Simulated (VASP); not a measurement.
Input of a VASP 6.6.1 run:

Contents of INCAR:

```
SYSTEM = Ge
PREC     = Accurate       ! precision mode
ENCUT    = 520            ! plane-wave cutoff, eV
EDIFF    = 1E-6           ! SCF threshold, eV
ISMEAR   = 0              ! smearing method
SIGMA    = 0.15           ! smearing width, eV
LREAL    = .False.        ! projectors in reciprocal space
LASPH    = .True.         ! aspherical terms in the spheres
NELM     = 60             ! most SCF steps
ALGO     = Normal         ! electronic algorithm
ISIF     = 2              ! what is computed and relaxed
LWAVE    = .False.        ! write WAVECAR
LCHARG   = .False.        ! write CHGCAR
GGA      = PE             ! functional
IVDW     = 12             ! dispersion correction
NBANDS   = 13             ! bands
```

Contents of KPOINTS:

```
regular mesh
0
Gamma
  22 22 22
  0 0 0
```

File POSCAR:

```
Ge
1.0
    0.0000000000      1.8695208130      2.6435024295
    1.8695208130      0.0000000000      2.6435024295
    1.8695208130      1.8695208130      0.0000000000
Ge
1
Direct
    0.0000000000      0.0000000000      0.0000000000
```

Potentials or basis: VASP PAW PBE potentials, release 64 (Ge_d).

The run is started by

```bash
$ cat potpaw_PBE.64/Ge_d/POTCAR > POTCAR
$ mpirun -np 1 vasp_std > vasp.out
```

Predict the dispersion energy per atom.

-0.359 eV.

Estimate the band gap on the k mesh.

zero (bands 7 and 8 overlap by 9.00 eV).

Stress tensor (GPa, compression positive):
```
 4.49  0.00  0.00
 0.00  4.49  0.00
 0.00  0.00 -2.04
```
